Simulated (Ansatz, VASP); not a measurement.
**SnO: VASP beside Ansatz**

```
Sn O
1.0
     2.50000   -2.86000    0.00000
     2.50000    2.86000    0.00000
     0.00000    0.00000   11.12000
Sn O
4 4
Direct
  0.00006 0.99994 0.98582
  0.99994 0.00006 0.48582
  0.49968 0.50032 0.27117
  0.50032 0.49968 0.77117
  0.99981 0.50000 0.37851
  0.00019 0.50000 0.87851
  0.50000 0.00019 0.37851
  0.50000 0.99981 0.87851
```

Alike in both runs: functional PBE; k mesh 12 × 12 × 5; occupations fermi-dirac, width 0.05 eV; no spin polarisation.

Ansatz relaxed the structure, and its values are those at the end. VASP's run is a single point on that final structure, the one shown.

```csv
,VASP,Ansatz
version,VASP 6.6.1,Ansatz 0.2.0
potentials or method,"VASP PAW PBE potentials, release 64 (Sn_d, O)","plane-wave PAW, scalar-relativistic"
plane-wave cutoff (eV),520,420
valence electrons in the cell,80,80
```

|  | VASP | Ansatz | Ansatz less VASP |
| --- | --- | --- | --- |
| pressure (GPa) | 2.3 | 2.1 | -0.21 |
| rms of the force components (eV/Å) | 0.036 | 0.004 | -0.0325 |

The functional is the same, so the differences come from potentials, cutoffs and numerics. Ansatz's warnings: stress scf threshold loose.
